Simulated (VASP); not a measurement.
A run of VASP 6.6.1 is set up as follows.

The input INCAR:

```
PREC = Accurate
ENCUT = 520
EDIFF = 1E-6
ISMEAR = 0
SIGMA = 0.05
LREAL = False
LASPH = True
NELM = 80
ALGO = Normal
ISIF = 2
LWAVE = False
LCHARG = False
GGA = PE
NBANDS = 15
```

File KPOINTS:

```
regular mesh
0
Gamma
  10 10 10
```

File POSCAR:

```
KBr
1.0
    0.0000000000      3.3526733426      3.3526733426
    3.3526733426      0.0000000000      3.3526733426
    3.3526733426      3.3526733426      0.0000000000
K Br
1 1
Direct
    0.0000000000      0.0000000000      0.0000000000
    0.5000000000      0.5000000000      0.5000000000
```

Potentials or basis: VASP PAW PBE potentials, release 64 (K_sv, Br).

Launch:

```bash
$ cat potpaw_PBE.64/K_sv/POTCAR potpaw_PBE.64/Br/POTCAR > POTCAR
$ mpirun -np 1 vasp_std > vasp.out
```

Question: What does it give for the band gap on the k mesh?

Answer: 4.31 eV.

Question: Estimate the pressure.

Answer: 0.0 GPa.

A k mesh can miss the band edges. As with any semilocal functional, this PBE gap is likely too small.
